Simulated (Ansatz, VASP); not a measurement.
## One calculation of Ti3Si8Mo, two programs

The input INCAR:

```
PREC = Accurate
ENCUT = 500
EDIFF = 1E-6
ISMEAR = 0
SIGMA = 0.1
LREAL = False
LASPH = True
NELM = 120
ALGO = Normal
ISIF = 2
LWAVE = False
LCHARG = False
GGA = PE
NBANDS = 53
GGA_COMPAT = False
```

The input KPOINTS:

```
regular mesh
0
Gamma
  4 4 2
```

Contents of POSCAR:

```
Ti3Si8Mo
1.0
    4.7284823600      0.0000000000      0.0000000000
    0.0000000000      4.7284823600      0.0000000000
    0.0000000000      0.0000000000      8.1559325400
Ti Si Mo
3 8 1
Direct
    0.0000000000      0.5000000000      0.0000000000
    0.5000000000      0.5000000000      0.5000000000
    0.5000000000      0.0000000000      0.0000000000
    0.0000000000      0.5000000000      0.6645706300
    0.0000000000      0.0000000000      0.1645706300
    0.5000000000      0.5000000000      0.1645706300
    0.5000000000      0.0000000000      0.6645706300
    0.0000000000      0.5000000000      0.3354293700
    0.0000000000      0.0000000000      0.8354293700
    0.5000000000      0.5000000000      0.8354293700
    0.5000000000      0.0000000000      0.3354293700
    0.0000000000      0.0000000000      0.5000000000
```

Input for Ansatz:

```yaml
crystal:
  lattice:
    - [4.72848236, 0.0, 0.0]
    - [0.0, 4.72848236, 0.0]
    - [0.0, 0.0, 8.15593254]
  atoms:
    - { symbol: Ti, position: [0.0, 0.5, 0.0] }
    - { symbol: Ti, position: [0.5, 0.5, 0.5] }
    - { symbol: Ti, position: [0.5, 0.0, 0.0] }
    - { symbol: Si, position: [0.0, 0.5, 0.66457063] }
    - { symbol: Si, position: [0.0, 0.0, 0.16457063] }
    - { symbol: Si, position: [0.5, 0.5, 0.16457063] }
    - { symbol: Si, position: [0.5, 0.0, 0.66457063] }
    - { symbol: Si, position: [0.0, 0.5, 0.33542937] }
    - { symbol: Si, position: [0.0, 0.0, 0.83542937] }
    - { symbol: Si, position: [0.5, 0.5, 0.83542937] }
    - { symbol: Si, position: [0.5, 0.0, 0.33542937] }
    - { symbol: Mo, position: [0.0, 0.0, 0.5] }
basis:
  ecutwfc: 420
kpoints:
  mp_grid: { grid: [4, 4, 2] }
hamiltonian:
  xc: pbe
scf:
  occupations: { method: gaussian, width: 0.1 }
  lower_state_search: "off"
output:
  forces: true
  stress: true
  eigenvalues: true
```

Alike in both runs: task single point; functional PBE; k mesh 4 × 4 × 2; occupations gaussian, width 0.1 eV; no spin polarisation.

|  | VASP | Ansatz |
| --- | --- | --- |
| version | VASP 6.6.1 | Ansatz 0.2.0 |
| potentials or method | VASP PAW PBE potentials, release 64 (Ti_sv, Si, Mo_sv), cutoff 500 eV | scalar-relativistic, plane waves, PAW |
| valence electrons in the cell | 82 | 82 |

```tsv
	VASP	Ansatz	Ansatz less VASP
gap on the k mesh at the Fermi level (eV)	none	none	-
pressure (GPa)	-9.3	-9.3	+0.01
traceless stress, the component that is largest in VASP (GPa)	2.57	2.58	+0.010
rms of the force components (eV/Å)	0.124	0.124	-0.0001
```

Atom by atom the forces differ by 0.001 eV/Å (rms over components). A gap of «none» marks a metal or a gap that the smearing closes.

The k mesh is coarse, so the values compare programs but aren't converged.
